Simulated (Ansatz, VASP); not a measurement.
Os in VASP and in Ansatz

INCAR

```
AGGAC = 1.0
AGGAX = 1.0
ALDAC = 0.0
ALDAX = 1.0
ALGO = Normal
EDIFF = 1E-6
ENCUT = 560
GGA = B5
GGA_COMPAT = False
ISIF = 2
ISMEAR = -1
LASPH = True
LCHARG = False
LREAL = False
LWAVE = False
NBANDS = 14
NELM = 120
PREC = Accurate
SIGMA = 0.1
```

The input KPOINTS:

```
k-points
0
Gamma
  16 16 16
```

The input POSCAR:

```
Os
1.0
    0.0000000000      2.0076217341      2.0076217341
    2.0076217341      0.0000000000      2.0076217341
    2.0076217341      2.0076217341      0.0000000000
Os
1
Direct
    0.0000000000      0.0000000000      0.0000000000
```

Input for Ansatz:

```yaml
crystal:
  lattice:
    - [0.0, 2.0076217341, 2.0076217341]
    - [2.0076217341, 0.0, 2.0076217341]
    - [2.0076217341, 2.0076217341, 0.0]
  atoms:
    - { symbol: Os, position: [0.0, 0.0, 0.0] }
hamiltonian:
  xc: blyp
  pseudopotentials:
    kind: paw
    azcp:
      Os: "pseudopotentials/Os.paw.azcp"
basis:
  ecutwfc: 420
  fft_grid_basis: typed
kpoints:
  mp_grid: { grid: [16, 16, 16], shift: [0, 0, 0] }
magnetization:
  spin_polarized: false
scf:
  occupations: { method: fermi_dirac, width: 0.1 }
  lower_state_search: "off"
output:
  stress: true
```

Alike in both runs: task single point; functional BLYP; k mesh 16 × 16 × 16; occupations fermi-dirac, width 0.1 eV; no spin polarisation.

```csv
,VASP,Ansatz
version,VASP 6.6.1,Ansatz 0.2.0
potentials or method,"VASP PAW PBE potentials, release 64 (Os_sv_GW), cutoff 560 eV","plane waves (420 eV) with PAW, scalar-relativistic"
valence electrons in the cell,16,16
```

```csv
,VASP,Ansatz,Ansatz less VASP
pressure (GPa),-21.8,-21.6,+0.20
```

VASP's potentials were made for PBE, not for BLYP.

Neither program's run includes spin-orbit coupling.
